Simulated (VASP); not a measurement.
**BeCr2: single point with r2SCAN**

BeCr2:

```
CELL_PARAMETERS angstrom
4.12332 0.00000 0.00000
0.00000 4.12332 0.00000
0.00000 0.00000 4.12332
ATOMIC_POSITIONS crystal
Be 0.00000 0.00000 0.00000
Be 0.50000 0.50000 0.50000
Cr 0.25000 0.25000 0.25000
Cr 0.25000 0.75000 0.75000
Cr 0.75000 0.75000 0.25000
Cr 0.75000 0.25000 0.75000
```

```
Program             : VASP 6.6.1
Task                : single point
Functional          : r2SCAN
Potentials or basis : VASP PAW PBE potentials, release 64 (Be, Cr_pv)
Cutoff              : 660 eV
k mesh              : 4 × 4 × 4
Occupations         : gaussian, width 0.1 eV
Spin                : collinear spin, ferromagnetic start
Starting moments    : [0.0, 0.0, 3.0, 3.0, 3.0, 3.0] μB
```

```
Pressure                                              : 25.9 GPa
Net moment                                            : 5.17 μB per cell
Site moments                                          : Be -0.11; Cr +1.28 μB
Valence electrons inside the program's atomic spheres : Be 1.95; Cr 11.16
```

Levels at points of the mesh, in eV from the Fermi level:
Spin up:
| k point | band 25 | band 26 | band 27 | band 28 | band 29 | band 30 | band 31 | band 32 |
| --- | --- | --- | --- | --- | --- | --- | --- | --- |
| (0.00, 0.00, 0.00) | 0.68 | 0.68 | 0.68 | 0.87 | 1.06 | 1.06 | 1.06 | 1.61 |
| (0.50, 0.00, 0.00) | -0.92 | -0.92 | -0.12 | -0.12 | 0.10 | 0.10 | 0.29 | 0.29 |
| (0.50, 0.50, 0.00) | -0.80 | -0.80 | -0.58 | -0.58 | -0.54 | -0.54 | 0.53 | 0.53 |
| (0.50, 0.50, 0.50) | -1.10 | -0.99 | -0.99 | -0.99 | 0.49 | 0.49 | 0.49 | 1.01 |
Spin down:
```csv
k point,band 20,band 21,band 22,band 23,band 24,band 25,band 26,band 27
"(0.00, 0.00, 0.00)",-0.31,-0.31,-0.31,0.77,2.10,2.10,2.10,2.18
"(0.50, 0.00, 0.00)",-1.31,-1.09,-1.09,-0.61,-0.61,1.20,1.20,1.36
"(0.50, 0.50, 0.00)",-1.23,-0.73,-0.73,-0.59,-0.59,0.94,0.94,1.44
"(0.50, 0.50, 0.50)",-1.43,-1.04,-1.04,-1.04,0.36,0.36,1.12,1.12
```

Run time: 2.2 min on 1 thread of Intel(R) Xeon(R) 6975P-C (Granite Rapids) (shared host), peak memory 0.28 GiB.

Caveat: the k points lie up to 0.38 Å⁻¹ apart; the PAW data sets were made with another functional, which shifts forces and pressure a little.
